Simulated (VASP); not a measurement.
# O (C2/m) in VASP: further runs, part 2 of 2

VASP 6.6.1. The steps go on from the part before.

## 4. Single point, PBE, collinear spin, ferromagnetic start (14.69 Å³/atom)

This run uses another cell than the first one, of 14.69 Å³/atom.

Contents of INCAR:

```
  ALGO = Normal
  EDIFF = 1E-6
  ENCUT = 520
  GGA = PE
  ISIF = 2
  ISMEAR = -1
  ISPIN = 2
  LASPH = True
  LCHARG = True
  LELF = True
  LORBIT = 11
  LREAL = False
  LVHAR = True
  LWAVE = False
  MAGMOM = 1 1
  NBANDS = 17
  NELM = 150
  PREC = Accurate
  SIGMA = 0.05
```

Contents of KPOINTS:

```
k-points
0
Gamma
  10 10 8
```

Contents of POSCAR:

```
O
1.0
    2.7010433544     -1.5747538170      0.0000000000
    2.7010433544      1.5747538170      0.0000000000
   -2.2682256507      0.0000000000      3.4547347972
O
2
Direct
    0.0254538300      0.0254538300      0.1555740200
    0.9745461700      0.9745461700      0.8444259800
```

Command:

```console
cat potpaw_PBE.64/O/POTCAR > POTCAR
mpirun -np 1 vasp_std > vasp.out
```

Wall time 64 s (1 thread of Intel Xeon 6975P-C (Granite Rapids), shared host); peak memory 0.26 GiB.

The run converged. Its results:

```
Free energy                                           : -9.5523 eV
Pressure                                              : 17.7 GPa
Largest force                                         : 7.099 eV/Å
Band gap on the k mesh                                : 0.92 eV (least direct gap 1.21 eV)
Net moment                                            : 2.00 μB per cell
Site moments                                          : O +0.80 μB
Valence electrons inside the program's atomic spheres : O 5.02
```

Forces in eV/Å, atoms in the order of the input:
```
O   -2.655  0.000  6.584
O    2.655  0.000 -6.584
```

Stress tensor (GPa, compression positive):
```
  9.09   0.00 -15.36
  0.00   2.95   0.00
-15.36   0.00  40.98
```

Levels at points of the mesh, in eV from the valence-band top:
Spin up:
```tsv
k point	band 5	band 6	band 7	band 8	band 9	band 10
(0.00, 0.00, 0.00)	-7.57	-0.60	-0.23	7.21	12.70	15.09
(0.50, 0.00, 0.00)	-7.76	-0.83	-0.31	10.44	11.85	12.75
(0.50, 0.50, 0.00)	-7.61	-0.50	0.00	10.89	11.46	12.07
(0.00, 0.00, 0.50)	-7.40	-0.31	-0.06	7.73	8.62	13.79
(0.50, 0.00, 0.50)	-7.42	-1.20	-0.30	9.65	11.16	13.62
(0.50, 0.50, 0.50)	-7.72	-0.86	-0.39	9.01	11.25	13.15
```
Spin down:
| k point | band 2 | band 3 | band 4 | band 5 | band 6 | band 7 | band 8 | band 9 |
| --- | --- | --- | --- | --- | --- | --- | --- | --- |
| (0.00, 0.00, 0.00) | -12.15 | -7.76 | -5.64 | -5.61 | 1.72 | 2.19 | 7.74 | 13.75 |
| (0.50, 0.00, 0.00) | -12.20 | -7.24 | -6.98 | -5.83 | 1.45 | 2.07 | 11.19 | 12.35 |
| (0.50, 0.50, 0.00) | -12.51 | -7.10 | -6.65 | -6.12 | 1.78 | 2.47 | 11.27 | 12.45 |
| (0.00, 0.00, 0.50) | -12.94 | -6.42 | -5.77 | -5.73 | 2.05 | 2.39 | 8.52 | 9.09 |
| (0.50, 0.00, 0.50) | -12.49 | -6.92 | -6.43 | -6.02 | 0.92 | 2.09 | 10.52 | 11.75 |
| (0.50, 0.50, 0.50) | -12.38 | -6.91 | -6.75 | -5.95 | 1.35 | 1.98 | 9.76 | 11.79 |

Caveat: the standard files for N, O and F lose accuracy on very short bonds; the stress differs along the axes, from 3 to 41 GPa; this functional lacks dispersion, which holds the molecules together, so the pressure and a relaxed volume are unreliable; forces of over 1 eV/Å act on the atoms, so gaps and moduli don't describe the material at rest.

## 5. Single point, PBE, collinear spin, ferromagnetic start (15.56 Å³/atom)

This run uses another cell than the first one, of 15.56 Å³/atom.

Contents of INCAR:

```
PREC = Accurate
ENCUT = 520
EDIFF = 1E-6
ISMEAR = -1
SIGMA = 0.05
LREAL = F
LASPH = T
NELM = 150
ALGO = Normal
ISIF = 2
LWAVE = F
LCHARG = T
ISPIN = 2
MAGMOM = 1 1
LORBIT = 11
GGA = PE
LELF = T
LVHAR = T
NBANDS = 17
```

Contents of KPOINTS:

```
Automatic mesh
0
Gamma
  10 10 8
```

Contents of POSCAR:

```
O
1.0
    2.7529991861     -1.6050449429      0.0000000000
    2.7529991861      1.6050449429      0.0000000000
   -2.3118560315      0.0000000000      3.5211882362
O
2
Direct
    0.0254538300      0.0254538300      0.1555740200
    0.9745461700      0.9745461700      0.8444259800
```

Command:

```console
cat potpaw_PBE.64/O/POTCAR > POTCAR
mpirun -np 1 vasp_std > vasp.out
```

It took 61 s on 1 thread of Intel Xeon 6975P-C (Granite Rapids), shared host; peak memory 0.26 GiB.

Results (log left out):

```yaml
Free_energy: -9.7114 eV
Pressure: 11.2 GPa
Largest_force: 4.566 eV/Å
Band_gap_on_the_k_mesh: 1.06 eV (least direct gap 1.32 eV)
Net_moment: 2.00 μB per cell
Site_moments: O +0.80 μB
Valence_electrons_inside_the_program's_atomic_spheres: O 4.98
```

Forces in eV/Å, atoms in the order of the input:
```
O   -1.707  0.000  4.235
O    1.707  0.000 -4.235
```

Stress tensor (GPa, compression positive):
```
 5.98  0.00 -9.48
 0.00  2.18  0.00
-9.48  0.00 25.58
```

Levels at points of the mesh, in eV from the valence-band top:
Spin up:
```csv
k point,band 4,band 5,band 6,band 7,band 8,band 9,band 10,band 11
"(0.00, 0.00, 0.00)",-7.17,-7.14,-0.54,-0.21,7.17,11.99,14.97,16.24
"(0.50, 0.00, 0.00)",-7.58,-7.31,-0.74,-0.28,10.39,11.79,12.06,15.60
"(0.50, 0.50, 0.00)",-7.55,-7.32,-0.44,0.00,10.98,10.99,12.04,13.15
"(0.00, 0.00, 0.50)",-7.25,-7.12,-0.27,-0.05,7.52,8.65,13.25,18.48
"(0.50, 0.00, 0.50)",-7.47,-7.14,-1.06,-0.26,9.30,11.14,13.31,13.89
"(0.50, 0.50, 0.50)",-7.42,-7.41,-0.77,-0.35,8.81,11.20,12.77,16.66
```
Spin down:
| k point | band 2 | band 3 | band 4 | band 5 | band 6 | band 7 | band 8 | band 9 |
| --- | --- | --- | --- | --- | --- | --- | --- | --- |
| (0.00, 0.00, 0.00) | -12.11 | -7.35 | -5.21 | -5.18 | 1.78 | 2.20 | 7.67 | 13.07 |
| (0.50, 0.00, 0.00) | -12.16 | -6.68 | -6.67 | -5.38 | 1.54 | 2.10 | 11.12 | 12.25 |
| (0.50, 0.50, 0.00) | -12.43 | -6.56 | -6.38 | -5.65 | 1.84 | 2.45 | 11.35 | 12.01 |
| (0.00, 0.00, 0.50) | -12.79 | -6.16 | -5.33 | -5.30 | 2.08 | 2.38 | 8.29 | 9.09 |
| (0.50, 0.00, 0.50) | -12.40 | -6.39 | -6.17 | -5.56 | 1.06 | 2.12 | 10.18 | 11.71 |
| (0.50, 0.50, 0.50) | -12.31 | -6.46 | -6.38 | -5.49 | 1.45 | 2.01 | 9.57 | 11.73 |

Caveat: the standard files for N, O and F lose accuracy on very short bonds; the stress differs along the axes, from 2 to 26 GPa; this functional lacks dispersion, which holds the molecules together, so the pressure and a relaxed volume are unreliable; forces of over 1 eV/Å act on the atoms, so gaps and moduli don't describe the material at rest. A k mesh can miss the band edges.

## 6. Summary

```csv
cell,gap on the mesh (eV),pressure (GPa),moment (μB),largest force (eV/Å)
"a = 2.958, b = 2.958, c = 3.910 Å, angles 118.3, 118.3, 60.5°, 2 atoms",0.40,45.3,2.00,16.66
"a = 3.064, b = 3.064, c = 4.050 Å, angles 118.3, 118.3, 60.5°, 2 atoms",0.74,26.1,2.00,10.19
"a = 3.127, b = 3.127, c = 4.133 Å, angles 118.3, 118.3, 60.5°, 2 atoms",0.92,17.7,2.00,7.10
"a = 3.187, b = 3.187, c = 4.212 Å, angles 118.3, 118.3, 60.5°, 2 atoms",1.06,11.2,2.00,4.57
```

Alike in all rows: task single point; level PBE; potentials or basis VASP PAW PBE potentials, release 64 (O); spin collinear, ferromagnetic start; k mesh 10 × 10 × 8; cutoff (eV) 520; smearing fermi-dirac 0.05 eV.

Caveats: the standard files for N, O and F lose accuracy on very short bonds; this functional lacks dispersion, which holds the molecules together, so the pressure and a relaxed volume are unreliable; forces of over 1 eV/Å act on the atoms, so gaps and moduli don't describe the material at rest; the stress differs along the axes, from 7 to 107 GPa (at least some runs); the stress differs along the axes, from 4 to 61 GPa (at least some runs); the stress differs along the axes, from 3 to 41 GPa (at least some runs); the stress differs along the axes, from 2 to 26 GPa (at least some runs).

Absolute energies hang on the potentials; compare differences alone.
